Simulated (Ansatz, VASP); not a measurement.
**Tl in VASP and in Ansatz**

Contents of INCAR:

```
PREC     = Accurate       # precision mode
ENCUT    = 520            # plane-wave cutoff, eV
EDIFF    = 1E-6           # SCF threshold, eV
ISMEAR   = -1             # smearing method
SIGMA    = 0.1            # smearing width, eV
LREAL    = False          # projectors in reciprocal space
LASPH    = True           # aspherical terms in the spheres
NELM     = 80             # most SCF steps
ALGO     = Normal         # electronic algorithm
ISIF     = 2              # what is computed and relaxed
LWAVE    = False          # write WAVECAR
LCHARG   = False          # write CHGCAR
GGA      = PE             # functional
NBANDS   = 12             # bands
```

The input KPOINTS:

```
regular mesh
0
Gamma
  14 14 13
```

File POSCAR:

```
Tl
1.0
    2.8632149494      0.0000000000      0.0000000000
   -1.4316074747      2.4796168827      0.0000000000
    0.0000000000      0.0000000000      2.6973042076
Tl
1
Direct
    0.0000000000      0.0000000000      0.0000000000
```

Input for Ansatz:

```yaml
crystal:
  lattice:
    - [2.8632149494, 0.0, 0.0]
    - [-1.4316074747, 2.4796168827, 0.0]
    - [0.0, 0.0, 2.6973042076]
  atoms:
    - { symbol: Tl, position: [0.0, 0.0, 0.0] }
kpoints:
  mp_grid: { grid: [14, 14, 13] }
scf:
  occupations: { method: fermi_dirac, width: 0.1 }
hamiltonian:
  xc: pbe
  pseudopotentials: { kind: all_electron, lapw: { basis_error: 0.001 } }
output:
  forces: true
  stress: true
  eigenvalues: true
  populations: true
```

Change from the starting cell: volume scaled by 0.58, LAPW.

Alike in both runs: task single point; functional PBE; k mesh 14 × 14 × 13; occupations fermi-dirac, width 0.1 eV; no spin polarisation.

|  | VASP | Ansatz |
| --- | --- | --- |
| version | VASP 6.6.1 | Ansatz 0.2.0 |
| potentials or method | VASP PAW PBE potentials, release 64 (Tl_d), cutoff 520 eV | all-electron LAPW, scalar-relativistic |

```tsv
	VASP	Ansatz	Ansatz less VASP
pressure (GPa)	55.7	55.7	+0.05
traceless stress, the component that is largest in VASP (GPa)	-0.12	-0.09	+0.026
```

Both programs put the cell under a high pressure, so it lies far from rest at this level. Ansatz ran all-electron here, and VASP with PAW potentials.

Neither program's run includes spin-orbit coupling.
